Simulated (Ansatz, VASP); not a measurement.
# Hf3SiO8 in VASP and in Ansatz

```
Hf Si O
1.0
    -3.19153    3.38894    3.38894
     3.19153   -3.38894    3.38894
     3.19153    3.38894   -3.38894
Hf Si O
3 1 8
Direct
  0.00000 0.50000 0.50000
  0.50000 0.25000 0.75000
  0.50000 0.75000 0.25000
  0.00000 0.00000 0.00000
  0.19496 0.94496 0.75000
  0.19496 0.44496 0.25000
  0.69496 0.00000 0.69496
  0.69496 0.50000 0.19496
  0.30504 0.00000 0.30504
  0.30504 0.50000 0.80504
  0.80504 0.55504 0.75000
  0.80504 0.05504 0.25000
```

Alike in both runs: task relaxation of cell and atoms; functional PBE; k mesh 4 × 4 × 4; occupations gaussian, width 0.1 eV; no spin polarisation.

|  | VASP | Ansatz |
| --- | --- | --- |
| version | VASP 6.6.1 | Ansatz 0.2.0 |
| potentials or method | VASP PAW PBE potentials, release 64 (Hf_pv, Si, O), cutoff 600 eV | scalar-relativistic, plane waves, PAW |
| valence electrons in the cell | 82 | 130 |

VASP gave:

```
gap on the k mesh at the Fermi level, each at its own relaxed structure (eV) : 2.71
relaxed volume (Å³/atom)                                                     : 11.47
relaxed length of the cell vector where the two differ most in proportion (Å)              : 5.639
```

What did Ansatz give for the same quantities?

gap on the k mesh at the Fermi level, each at its own relaxed structure (eV): 2.70; relaxed volume (Å³/atom): 11.60; relaxed length of the cell vector where the two differ most in proportion (Å): 5.660.

VASP's potentials hold 82 valence electrons a cell and Ansatz's 130, so a difference there can come from the potentials and not from the codes.

Neither program's run includes spin-orbit coupling.
